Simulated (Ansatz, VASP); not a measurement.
Two plane-wave programs on CdSe

File INCAR:

```
SYSTEM = CdSe
PREC = Accurate
ENCUT = 520
EDIFF = 1E-6
ISMEAR = -1
SIGMA = 0.02
LREAL = .False.
LASPH = .True.
NELM = 80
ALGO = Normal
ISIF = 2
LWAVE = .False.
LCHARG = .True.
GGA = PE
LELF = .True.
LVHAR = .True.
NBANDS = 16
```

KPOINTS

```
regular mesh
0
Gamma
  8 8 8
  0 0 0
```

Contents of POSCAR:

```
CdSe
1.0
    0.0000000000      3.0993791087      3.0190549762
    3.0993791087      0.0000000000      3.0190549762
    3.0993791087      3.0993791087      0.0000000000
Cd Se
1 1
Direct
    0.0000000000      0.0000000000      0.0000000000
    0.2500000000      0.2500000000      0.2500000000
```

Input for Ansatz:

```yaml
crystal:
  lattice:
    - [0.0, 3.0993791087, 3.0190549762]
    - [3.0993791087, 0.0, 3.0190549762]
    - [3.0993791087, 3.0993791087, 0.0]
  atoms:
    - { symbol: Cd, position: [0.0, 0.0, 0.0] }
    - { symbol: Se, position: [0.25, 0.25, 0.25] }
kpoints:
  mp_grid: { grid: [8, 8, 8] }
  band_path:
    path:
      - [0.0, 0.0, 0.0]
      - [-0.5, -0.5, 0.0]
      - [-0.375, -0.375, 0.25]
      - [-0.375, 0.0, 0.375]
      - [0.0, 0.0, 0.5]
      - [-0.5, -0.25, 0.25]
    npoints: 1
hamiltonian:
  xc: pbe
scf:
  occupations: { method: fermi_dirac, width: 0.02 }
  n_extra_bands: 4
output:
  forces: true
  stress: true
  eigenvalues: true
```

Change from the starting cell: epitaxial_xy strain +1.0%.

Alike in both runs: task single point; functional PBE; k mesh 8 × 8 × 8; occupations fermi-dirac, width 0.02 eV; no spin polarisation.

```csv
,VASP,Ansatz
version,VASP 6.6.1,Ansatz 0.2.0
potentials or method,"VASP PAW PBE potentials, release 64 (Cd, Se)","plane waves, PAW"
plane-wave cutoff (eV),520,420
valence electrons in the cell,18,36
```

VASP gave:

```
pressure (GPa)                                                : 1.4
traceless stress, the component that is largest in VASP (GPa) : 0.27
```

Q: Which values does Ansatz return?

A: Pressure (GPa): 1.2; traceless stress, the component that is largest in VASP (GPa): 0.27.

The functional is the same, so the differences come from potentials, cutoffs and numerics. VASP's potentials hold 18 valence electrons a cell and Ansatz's 36, so a difference there can come from the potentials and not from the codes.
